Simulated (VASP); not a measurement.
Input of a VASP 6.6.1 run:

Contents of INCAR:

```
PREC = Accurate
ENCUT = 520
EDIFF = 1E-7
ISMEAR = 0
SIGMA = 0.05
LREAL = False
LASPH = True
NELM = 100
ALGO = Normal
ISIF = 2
LWAVE = False
LCHARG = False
GGA = PS
NBANDS = 15
```

File KPOINTS:

```
regular mesh
0
Gamma
  6 6 6
```

POSCAR

```
RbBr
1.0
    4.2329756082      0.0000000000      0.0000000000
    0.0000000000      4.2329756082      0.0000000000
    0.0000000000      0.0000000000      4.0701688540
Rb Br
1 1
Direct
   -0.0595372219      0.0000000000      0.0000000000
    0.5636828616      0.5000000000      0.5000000000
```

Potentials or basis: VASP PAW PBE potentials, release 64 (Rb_sv, Br).

Command:

```console
$ cat potpaw_PBE.64/Rb_sv/POTCAR potpaw_PBE.64/Br/POTCAR > POTCAR
$ mpirun -np 1 vasp_std > vasp.out
```

(1) What does it give for the largest force?

(2) What does it give for the pressure?

(3) Estimate the band gap on the k mesh.

## Answers

(1) 0.294 eV/Å.

(2) 0.1 GPa.

(3) 3.82 eV, indirect (least direct gap 3.88 eV).

Caveat: the PAW data sets were made with another functional, which shifts forces and pressure a little.
